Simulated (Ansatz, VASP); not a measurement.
**SnO2 in VASP and in Ansatz**

File INCAR:

```
SYSTEM = SnO2
PREC = Accurate
ENCUT = 520
EDIFF = 1E-6
ISMEAR = 0
SIGMA = 0.05
LREAL = .False.
LASPH = .True.
NELM = 80
ALGO = Normal
ISIF = 2
LWAVE = .False.
LCHARG = .False.
GGA = CA
NBANDS = 35
```

The input KPOINTS:

```
Automatic mesh
0
Gamma
  6 6 8
  0 0 0
```

POSCAR

```
SnO2
1.0
    4.7201335122      0.0000000000      0.0000000000
    0.0000000000      4.7206343096      0.0000000000
    0.0000000000      0.0000000000      3.1888226875
Sn O
2 4
Direct
    0.4934944068      0.4924863052      0.5000000000
    0.0065189374     -0.0075252158      0.0000000000
    0.2819226722      0.3340853833      0.0000000000
    0.8300118917      0.2217077624      0.5000000000
    0.2180278217      0.8340427702      0.5000000000
    0.6699386022      0.7217503755      0.0000000000
```

Input for Ansatz:

```yaml
crystal:
  lattice:
    - [4.7201335122, 0.0, 0.0]
    - [0.0, 4.7206343096, 0.0]
    - [0.0, 0.0, 3.1888226875]
  atoms:
    - { symbol: Sn, position: [0.4934944068, 0.4924863052, 0.5] }
    - { symbol: Sn, position: [0.0065189374, -0.0075252158, 0.0] }
    - { symbol: O, position: [0.2819226722, 0.3340853833, 0.0] }
    - { symbol: O, position: [0.8300118917, 0.2217077624, 0.5] }
    - { symbol: O, position: [0.2180278217, 0.8340427702, 0.5] }
    - { symbol: O, position: [0.6699386022, 0.7217503755, 0.0] }
basis:
  ecutwfc: 520.0
kpoints:
  mp_grid: { grid: [6, 6, 8] }
hamiltonian:
  xc: lda
  pseudopotentials: { kind: paw, azcp: { folder: soft_1 } }
scf:
  occupations: { method: gaussian, width: 0.05 }
output:
  forces: true
  stress: true
  eigenvalues: true
  write_density: true
  write_potential: true
  elf: true
  volumetric_format: npy
```

Change from the starting cell: mode 4 frozen in at +0.000 Å and mode 7 at -0.174 Å (largest displacements).

Alike in both runs: task single point; functional LDA; k mesh 6 × 6 × 8; occupations gaussian, width 0.05 eV; no spin polarisation.

```csv
,VASP,Ansatz
version,VASP 6.6.1,Ansatz 0.2.0
potentials or method,"VASP PAW LDA potentials, release 64 (Sn_d, O), cutoff 520 eV","scalar-relativistic, plane waves, PAW"
valence electrons in the cell,52,52
```

Ansatz gave:

```
gap on the k mesh at the Fermi level (eV)                     : 1.18
least direct gap on the mesh (eV)                             : 1.18
pressure (GPa)                                                : -0.7
traceless stress, the component that is largest in VASP (GPa) : -1.55
rms of the force components (eV/Å)                            : 0.419
```

Task: What did VASP give for the same quantities?

Result: gap on the k mesh at the Fermi level (eV): 1.21; least direct gap on the mesh (eV): 1.21; pressure (GPa): 0.6; traceless stress, the component that is largest in VASP (GPa): -1.79; rms of the force components (eV/Å): 0.422.

Ansatz warns that its potentials were made for another functional, while VASP's fit it. LDA's correlation is that of Perdew and Zunger in VASP and of Perdew and Wang (1992) in Ansatz. Atom by atom the forces differ by 0.018 eV/Å (rms over components).
